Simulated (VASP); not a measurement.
LiCl:

```
Li Cl
1.0
     0.00000    2.54212    2.54212
     2.54212    0.00000    2.54212
     2.54212    2.54212    0.00000
Li Cl
1 1
Direct
  0.00000 0.00000 0.00000
  0.50000 0.50000 0.50000
```

| Property | Result |
| --- | --- |
| Program | VASP 6.6.1 |
| Task | relaxation of cell and atoms |
| Functional | LDA |
| Potentials or basis | VASP PAW LDA potentials, release 64 (Li_sv, Cl) |
| Cutoff | 600 eV |
| k mesh | 8 × 8 × 8 |
| Occupations | gaussian, width 0.02 eV |
| Spin | no spin polarisation |

At the start: pressure -2.6 GPa; volume 16.43 Å³/atom.

Where does the relaxation end?

Over 4 steps the energy falls by 10.0 meV/atom and the volume is 15.26 Å³/atom (-7.1 %); space group Fm-3m (No. 225, to 0.1 Å) before and after.

Step by step:
```
step  energy change (eV)  largest force (eV/Å)  pressure (GPa)  volume (Å³)
   1              0.0000                0.0000           -2.56        32.86
   2             -0.0152                0.0000           -1.34        31.62
   3             -0.0200                0.0000           -0.13        30.63
   4             -0.0200                0.0000           -0.01        30.53
```

Final structure:
```
CELL_PARAMETERS angstrom
0.00000 2.48058 2.48058
2.48058 0.00000 2.48058
2.48058 2.48058 0.00000
ATOMIC_POSITIONS crystal
Li 0.00000 0.00000 0.00000
Cl 0.50000 0.50000 0.50000
```

Caveat: the cutoff is under 1.25 times the usual one of these potentials, so pressure, stress and relaxed cells hold a basis-set (Pulay) error.
